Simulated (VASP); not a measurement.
The system is Cu.

```
Cu
1.0
     2.95106    0.00000    0.00000
     0.00000    2.95106    0.00000
     0.00000    0.00000    2.78670
Cu
2
Cartesian
  0.0000 0.0000 0.0000
  1.4755 1.4755 1.3934
```

This cell differs from its parent crystal: strain along c alone, the other axes held: +1.0 %.

Base run:

| Property | Result |
| --- | --- |
| Program | VASP 6.6.1 |
| Functional | PBE |
| Potentials or basis | VASP PAW PBE potentials, release 64 (Cu_sv_GW) |
| Cutoff | 700 eV |
| k mesh | 14 × 14 × 16 |
| Occupations | gaussian, width 0.1 eV |
| Spin | no spin polarisation |

Its results: band gap on the k mesh zero (band 19 reaches 13.39 eV, above the bottom of band 20 at 5.86 eV); pressure -6.2 GPa.

Problem. The run is repeated on the same cell with these changes: potentials or basis from VASP PAW PBE potentials, release 64 (Cu_sv_GW) to VASP PAW PBE potentials, release 64 (Cu); cutoff from 700 eV to 520 eV; further incar settings from ALGO = Normal; EDIFF = 1e-06; NBANDS = 26 to ALGO = Fast; EDIFF = 1e-06; NBANDS = 18; valence electrons from 38 to 22. What comes out?

Solution. Band gap on the k mesh zero (band 11 reaches 13.40 eV, above the bottom of band 12 at 5.83 eV); pressure -0.3 GPa.
